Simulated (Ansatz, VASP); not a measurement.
# Two plane-wave programs on InP

INCAR

```
SYSTEM = InP
PREC = Accurate ; ENCUT = 500
EDIFF = 1E-6 ; ISMEAR = 0
SIGMA = 0.1 ; LREAL = .FALSE.
LASPH = .TRUE. ; NELM = 120
ALGO = Normal ; ISIF = 2
LWAVE = .FALSE. ; LCHARG = .TRUE.
LELF = .TRUE. ; LVHAR = .TRUE.
NBANDS = 16 ; GGA_COMPAT = .FALSE.
```

The input KPOINTS:

```
regular mesh
0
G
  6 6 6
  0 0 0
```

The input POSCAR:

```
InP
1.0
    0.0000000000      2.8550000000      2.8550000000
    2.8550000000      0.0000000000      2.8550000000
    2.8550000000      2.8550000000      0.0000000000
In P
1 1
Direct
    0.0000000000      0.0000000000      0.0000000000
    0.5000000000      0.5000000000      0.5000000000
```

Input for Ansatz:

```yaml
crystal:
  lattice:
    - [0.0, 2.855, 2.855]
    - [2.855, 0.0, 2.855]
    - [2.855, 2.855, 0.0]
  atoms:
    - { symbol: In, position: [0.0, 0.0, 0.0] }
    - { symbol: P, position: [0.5, 0.5, 0.5] }
basis:
  ecutwfc: 420
kpoints:
  mp_grid: { grid: [6, 6, 6] }
hamiltonian:
  xc: lda
scf:
  occupations: { method: gaussian, width: 0.1 }
output:
  forces: true
  stress: true
  eigenvalues: true
```

Alike in both runs: task single point; functional LDA; k mesh 6 × 6 × 6; occupations gaussian, width 0.1 eV; no spin polarisation.

```csv
,VASP,Ansatz
version,VASP 6.6.1,Ansatz 0.2.0
potentials or method,"VASP PAW LDA potentials, release 64 (In_d, P), cutoff 500 eV","scalar-relativistic, plane waves, PAW"
valence electrons in the cell,18,18
```

|  | VASP | Ansatz | Ansatz less VASP |
| --- | --- | --- | --- |
| gap on the k mesh at the Fermi level (eV) | none | none | - |
| pressure (GPa) | -9.4 | -9.5 | -0.05 |

LDA's correlation is that of Perdew and Zunger in VASP and of Perdew and Wang (1992) in Ansatz. A gap of «none» marks a metal or a gap that the smearing closes.
